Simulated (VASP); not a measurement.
# GaN (F-43m) in VASP: notebook, part 2 of 2

VASP 6.6.1. The steps go on from the part before.

### Step 5. Relaxation of cell and atoms, PBE

This run uses another cell than the first one, of 11.44 Å³/atom, 1.006 times its volume.

Input file INCAR:

```
SYSTEM = GaN
PREC = Accurate
ENCUT = 600
EDIFF = 1E-6
ISMEAR = -1
SIGMA = 0.02
LREAL = .False.
LASPH = .True.
NELM = 80
ALGO = Normal
ISIF = 3
LWAVE = .False.
LCHARG = .False.
GGA = PE
IBRION = 2
NSW = 80
EDIFFG = -0.005
```

Input file KPOINTS:

```
regular mesh
0
Gamma
  8 8 8
  0 0 0
```

Input file POSCAR:

```
GaN
1.0
    0.0000000000      2.2535006075      2.2535006075
    2.2535006075      0.0000000000      2.2535006075
    2.2535006075      2.2535006075      0.0000000000
Ga N
1 1
Direct
    0.0000000000      0.0000000000      0.0000000000
    0.7500000000      0.7500000000      0.7500000000
```

Started as:

```bash
$ cat potpaw_PBE.64/Ga_d/POTCAR potpaw_PBE.64/N/POTCAR > POTCAR
$ mpirun -np 1 vasp_std > vasp.out
```

Wall time 1.7 min (1 thread of AMD EPYC 7R13, shared host); peak memory 0.14 GiB.

It converged, with:

```yaml
Free_energy: -12.1536 eV
Relaxed_volume: 11.76 Å³/atom
Relaxed_cell: a = 3.216 Å, b = 3.216 Å, c = 3.216 Å, α = 60.00°, β = 60.00°, γ = 60.00°
Space_group_after_relaxing_to_0.05_Å: F-43m (No. 216)
Energy_gained_by_relaxing: 4.7 meV/atom
Ionic_steps: 7
Pressure_after_relaxing: 0.0 GPa
Band_gap_on_the_k_mesh: 1.55 eV, direct
```

The path:
```csv
step,energy change (eV),largest force (eV/Å),pressure (GPa),volume (Å³)
1,0.0000,0.0000,4.91,22.89
2,-0.0029,0.0000,-3.73,24.07
3,-0.0094,0.0000,-0.09,23.52
4,-0.0094,0.0000,0.14,23.51
5,-0.0094,0.0000,0.10,23.51
6,-0.0094,0.0000,0.10,23.51
7,-0.0094,0.0000,0.04,23.51
```

Final structure:
```xyz
2
Lattice="0.0000 2.2737 2.2737 2.2737 0.0000 2.2737 2.2737 2.2737 0.0000" Properties=species:S:1:pos:R:3 pbc="T T T"
Ga    0.0000    0.0000    0.0000
N     3.4106    3.4106    3.4106
```

Levels at points of the mesh, in eV from the valence-band top:
| k point | band 6 | band 7 | band 8 | band 9 | band 10 | band 11 | band 12 | band 13 |
| --- | --- | --- | --- | --- | --- | --- | --- | --- |
| (0.00, 0.00, 0.00) | -13.13 | 0.00 | 0.00 | 0.00 | 1.55 | 10.13 | 10.13 | 10.13 |
| (0.50, 0.00, 0.00) | -11.88 | -6.86 | -0.94 | -0.94 | 4.45 | 8.59 | 10.23 | 10.23 |
| (0.50, 0.50, 0.00) | -11.45 | -6.01 | -2.61 | -2.61 | 3.34 | 6.50 | 11.52 | 13.68 |

As with any semilocal functional, this PBE gap is likely too small.

### Step 6. Relaxation of cell and atoms, PBEsol

This run uses another cell than the first one, of 11.76 Å³/atom, 1.034 times its volume.

Input file INCAR:

```
  PREC = Accurate
  ENCUT = 600
  EDIFF = 1E-7
  ISMEAR = -1
  SIGMA = 0.02
  LREAL = False
  LASPH = True
  NELM = 100
  ALGO = Normal
  ISIF = 3
  LWAVE = False
  LCHARG = False
  GGA = PS
  IBRION = 2
  NSW = 80
  EDIFFG = -0.005
```

Input file KPOINTS:

```
Automatic mesh
0
Gamma
  8 8 8
```

Input file POSCAR:

```
GaN
1.0
    0.0000000000      2.2742071940      2.2742071940
    2.2742071940      0.0000000000      2.2742071940
    2.2742071940      2.2742071940      0.0000000000
Ga N
1 1
Direct
    0.0000000000      0.0000000000      0.0000000000
    0.7500000000      0.7500000000      0.7500000000
```

Potentials or basis: VASP PAW PBE potentials, release 64 (Ga_d, N).

Started as:

```bash
$ cat potpaw_PBE.64/Ga_d/POTCAR potpaw_PBE.64/N/POTCAR > POTCAR
$ mpirun -np 1 vasp_std > vasp.out
```

OUTCAR:

```text
PREC = Accurate
   ENCUT = 600
   EDIFF = 1E-7
   ISMEAR = -1
   LREAL = False
   LASPH = True
   NELM = 100
   ISIF = 3
   GGA = PS
   IBRION = 2
   NSW = 80
   EDIFFG = -0.005

 ion  position               nearest neighbor table
   1  0.000  0.000  0.000-   2 1.97   2 1.97   2 1.97   2 1.97
   2  0.750  0.750  0.750-   1 1.97   1 1.97   1 1.97   1 1.97

  LATTYP: Found a face centered cubic cell.
 ALAT       =     4.5484143880

  Lattice vectors:

 A1 = (   0.0000000000,   2.2742071940,   2.2742071940)
 A2 = (   2.2742071940,   0.0000000000,   2.2742071940)
 A3 = (   2.2742071940,   2.2742071940,   0.0000000000)

Analysis of symmetry for initial positions (statically):
=====================================================================
[... 267 lines left out ...]
      4      -8.1746      2.00000
      5      -7.8413      2.00000
      6      -7.8413      2.00000
      7       5.2368      2.00000
      8       5.2368      2.00000
      9       5.2368      2.00000
     10       6.9704      0.00000
     11      15.4885      0.00000
     12      15.4885      0.00000
     13      15.4885      0.00000
[... 354 lines left out ...]
  band No.  band energies     occupation
      1      -9.6908      2.00000
      2      -8.0674      2.00000
      3      -8.0024      2.00000
      4      -7.8634      2.00000
      5      -7.8075      2.00000
      6      -6.2729      2.00000
      7      -1.2911      2.00000
      8       2.1726      2.00000
      9       3.4259      2.00000
     10      11.8630      0.00000
     11      12.1614      0.00000
     12      15.2832      0.00000
     13      16.8948      0.00000

 [... further k-points ...]

------------------------ aborting loop because EDIFF is reached ----------------------------------------

  FORCE on cell =-STRESS in cart. coord.  units (eV):
  Direction    XX          YY          ZZ          XY          YZ          ZX
  --------------------------------------------------------------------------------------
  -------------------------------------------------------------------------------------
  Total       -0.0052450     -0.0052450     -0.0052450      0.0000000      0.0000000      0.0000000
  in kB       -0.3700819     -0.3700819     -0.3700819      0.0000000      0.0000000      0.0000000
  external PRESSURE =      -0.3700819 kB  Pullay stress =       0.0000000 kB
[... 17 lines left out ...]
  FREE ENERGIE OF THE ION-ELECTRON SYSTEM (eV)
  ---------------------------------------------------
  free  energy   TOTEN  =       -13.1251041785 eV

  energy  without entropy=      -13.1251041785  energy(sigma->0) =      -13.12510418

 reached required accuracy - stopping structural energy minimisation
```

OSZICAR:

```text
N       E                     dE             d eps       ncg     rms          rms(c)
DAV:   1     0.939046146412E+02    0.93905E+02   -0.10584E+04   810   0.262E+03
DAV:   2    -0.665223067556E+01   -0.10056E+03   -0.94031E+02   869   0.387E+02
DAV:   3    -0.147302656042E+02   -0.80780E+01   -0.80276E+01   849   0.970E+01
[... 27 lines left out ...]
DAV:   5    -0.131251050587E+02    0.38930E-04   -0.89638E-05   978   0.119E-01    0.208E-02
DAV:   6    -0.131251047654E+02    0.29327E-06   -0.10786E-05   912   0.908E-02    0.612E-03
DAV:   7    -0.131251044768E+02    0.28864E-06   -0.13488E-06   935   0.258E-02    0.264E-03
DAV:   8    -0.131251042002E+02    0.27658E-06   -0.60656E-07   629   0.229E-02    0.762E-04
DAV:   9    -0.131251041785E+02    0.21685E-07   -0.59818E-08   382   0.498E-03
   3 F= -.13125104E+02 E0= -.13125104E+02  d E =-.164026E-01
```

It took 87 s on 1 thread of AMD EPYC 7R13, shared host; peak memory 0.14 GiB.

Results:

```
Free energy                            : -13.1251 eV
Relaxed volume                         : 11.35 Å³/atom
Relaxed cell                           : a = 3.179 Å, b = 3.179 Å, c = 3.179 Å, α = 60.00°, β = 60.00°, γ = 60.00°
Space group after relaxing (to 0.05 Å) : F-43m (No. 216)
Energy gained by relaxing              : 8.2 meV/atom
Ionic steps                            : 3
Pressure after relaxing                : 0.0 GPa
Band gap on the k mesh                 : 1.73 eV, direct
```

The path:
```tsv
step	energy change (eV)	largest force (eV/Å)	pressure (GPa)	volume (Å³)
1	0.0000	0.0000	-6.21	23.52
2	-0.0032	0.0000	6.27	22.01
3	-0.0164	0.0000	-0.04	22.71
```

Final structure:
```yaml
crystal:
  lattice:
    - [0.00000, 2.24755, 2.24755]
    - [2.24755, 0.00000, 2.24755]
    - [2.24755, 2.24755, 0.00000]
  atoms:
    - { symbol: Ga, position: [0.00000, 0.00000, 0.00000] }
    - { symbol: N, position: [0.75000, 0.75000, 0.75000] }
```

Levels at points of the mesh, in eV from the valence-band top:
| k point | band 7 | band 8 | band 9 | band 10 | band 11 | band 12 |
| --- | --- | --- | --- | --- | --- | --- |
| (0.00, 0.00, 0.00) | 0.00 | 0.00 | 0.00 | 1.73 | 10.25 | 10.25 |
| (0.50, 0.00, 0.00) | -7.17 | -0.99 | -0.99 | 4.62 | 8.67 | 10.30 |
| (0.50, 0.50, 0.00) | -6.21 | -2.76 | -2.76 | 3.23 | 6.61 | 11.63 |

Caveat: the PAW data sets were made with another functional, which shifts forces and pressure a little. Expect the measured gap to be larger: semilocal functionals such as PBEsol lack the derivative discontinuity.

### Step 7. Relaxation of cell and atoms, LDA

This run uses another cell than the first one, of 11.76 Å³/atom, 1.034 times its volume.

Input file INCAR:

```
SYSTEM = GaN
ALGO = Normal
EDIFF = 1E-6
EDIFFG = -0.005
ENCUT = 600
IBRION = 2
ISIF = 3
ISMEAR = -1
LASPH = .True.
LCHARG = .False.
LREAL = .False.
LWAVE = .False.
NELM = 80
NSW = 80
PREC = Accurate
SIGMA = 0.02
```

Input file KPOINTS:

```
k-points
0
Gamma
  8 8 8
  0 0 0
```

POSCAR is that of step 6.

Potentials or basis: VASP PAW LDA potentials, release 64 (Ga_d, N).

Started as:

```bash
$ cat potpaw_LDA.64/Ga_d/POTCAR potpaw_LDA.64/N/POTCAR > POTCAR
$ mpirun -np 1 vasp_std > vasp.out
```

Wall time 2.5 min (1 thread of AMD EPYC 7R13, shared host); peak memory 0.13 GiB.

Results (log left out):

```
Free energy                            : -13.9457 eV
Relaxed volume                         : 11.12 Å³/atom
Relaxed cell                           : a = 3.156 Å, b = 3.156 Å, c = 3.156 Å, α = 60.00°, β = 60.00°, γ = 60.00°
Space group after relaxing (to 0.05 Å) : F-43m (No. 216)
Energy gained by relaxing              : 21.9 meV/atom
Ionic steps                            : 15
Pressure after relaxing                : -0.1 GPa
Band gap on the k mesh                 : 1.94 eV, direct
```

Step by step:
```tsv
step	energy change (eV)	largest force (eV/Å)	pressure (GPa)	volume (Å³)
1	0.0000	0.0000	-10.16	23.52
2	-0.0033	0.0000	11.98	21.07
3	-0.0438	0.0000	0.54	22.22
4	-0.0436	0.0000	-0.70	22.28
5	-0.0437	0.0000	-0.28	22.25
6	-0.0438	0.0000	-0.33	22.25
7	-0.0438	0.0000	-0.24	22.24
8	-0.0438	0.0000	-0.26	22.24
9	-0.0438	0.0000	-0.27	22.24
10	-0.0438	0.0000	-0.26	22.24
11	-0.0438	0.0000	-0.26	22.24
12	-0.0438	0.0000	-0.27	22.24
13	-0.0438	0.0000	-0.09	22.24
14	-0.0438	0.0000	-0.23	22.24
15	-0.0438	0.0000	-0.05	22.23
```

Final structure:
```
CELL_PARAMETERS angstrom
0.00000 2.23180 2.23180
2.23180 0.00000 2.23180
2.23180 2.23180 0.00000
ATOMIC_POSITIONS crystal
Ga 0.00000 0.00000 0.00000
N 0.75000 0.75000 0.75000
```

Levels at points of the mesh, in eV from the valence-band top:
```csv
k point,band 6,band 7,band 8,band 9,band 10,band 11,band 12,band 13
"(0.00, 0.00, 0.00)",-13.24,0.00,0.00,0.00,1.94,10.29,10.29,10.29
"(0.50, 0.00, 0.00)",-11.86,-7.31,-1.02,-1.02,4.74,8.74,10.35,10.35
"(0.50, 0.50, 0.00)",-11.38,-6.33,-2.84,-2.84,3.26,6.65,11.71,14.06
```

### Step 8. The runs side by side

| task | level | potentials or basis | cell | k mesh | cutoff (eV) | smearing | gap on the mesh (eV) | pressure (GPa) | relaxed volume (Å³/atom) |
| --- | --- | --- | --- | --- | --- | --- | --- | --- | --- |
| single point | LDA | VASP PAW LDA potentials, release 64 (Ga_d, N) | a = 3.180 Å, angles 60.0°, 2 atoms | 10 × 10 × 10 | 520 | gaussian 0.01 eV | 1.79 | -4.4 | - |
| single point | r2SCAN | VASP PAW PBE potentials, release 64 (Ga_d, N) | a = 3.180 Å, angles 60.0°, 2 atoms | 8 × 8 × 8 | 520 | fermi-dirac 0.02 eV | 2.16 | 1.1 | - |
| single point | r2SCAN | VASP PAW PBE potentials, release 64 (Ga_d, N) | a = 3.180 Å, angles 60.0°, 2 atoms | 10 × 10 × 10 | 520 | gaussian 0.01 eV | 2.16 | 1.1 | - |
| relaxation of cell and atoms | PBE | VASP PAW PBE potentials, release 64 (Ga_d, N) | relaxed from a = 3.187 Å, angles 60.0°, 2 atoms | 8 × 8 × 8 | 600 | fermi-dirac 0.02 eV | 1.55 | 0.0 | 11.76 |
| relaxation of cell and atoms | PBEsol | VASP PAW PBE potentials, release 64 (Ga_d, N) | relaxed from a = 3.216 Å, angles 60.0°, 2 atoms | 8 × 8 × 8 | 600 | fermi-dirac 0.02 eV | 1.73 | 0.0 | 11.35 |
| relaxation of cell and atoms | LDA | VASP PAW LDA potentials, release 64 (Ga_d, N) | relaxed from a = 3.216 Å, angles 60.0°, 2 atoms | 8 × 8 × 8 | 600 | fermi-dirac 0.02 eV | 1.94 | -0.1 | 11.12 |

Alike in all rows: no spin polarisation.

Caveats: the PAW data sets were made with another functional, which shifts forces and pressure a little (some runs).

Total energies depend on the potentials used, so only differences within one code and one set of settings carry meaning.
